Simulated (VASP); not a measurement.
Here is a VASP 6.6.1 calculation.

INCAR

```
SYSTEM = Li2Se
PREC = Accurate ; ENCUT = 750
EDIFF = 1E-6 ; ISMEAR = 0
SIGMA = 0.01 ; LREAL = .FALSE.
LASPH = .TRUE. ; NELM = 120
ALGO = Normal ; ISIF = 2
LWAVE = .FALSE. ; LCHARG = .FALSE.
GGA = PS ; NBANDS = 13
GGA_COMPAT = .FALSE.
```

Contents of KPOINTS:

```
Automatic mesh
0
G
  6 6 6
  0 0 0
```

Contents of POSCAR:

```
Li2Se
1.0
   -0.0148618809      2.9649452473      2.9649452473
    2.9649452473     -0.0148618809      2.9649452473
    2.9649452473      2.9649452473     -0.0148618809
Li Se
2 1
Direct
    0.2504357086      0.2504357086      0.2504357086
    0.7495642914      0.7495642914      0.7495642914
    0.0000000000      0.0000000000      0.0000000000
```

Potentials or basis: VASP PAW PBE potentials, release 64 (Li_sv, Se).

The run is started by

```bash
$ cat potpaw_PBE.64/Li_sv/POTCAR potpaw_PBE.64/Se/POTCAR > POTCAR
$ mpirun -np 1 vasp_std > vasp.out
```

Question: Estimate the pressure.

Answer: 0.0 GPa.

Question: Estimate the band gap on the k mesh.

Answer: 2.79 eV (least direct gap 3.34 eV).

Stress tensor (GPa, compression positive):
```
0.02 0.14 0.14
0.14 0.02 0.14
0.14 0.14 0.02
```

Caveat: the cell differs from its parent crystal (equal xy, yz and zx engineering shears of -0.5 %); the PAW data sets were made with another functional, which shifts forces and pressure a little. A k mesh can miss the band edges.
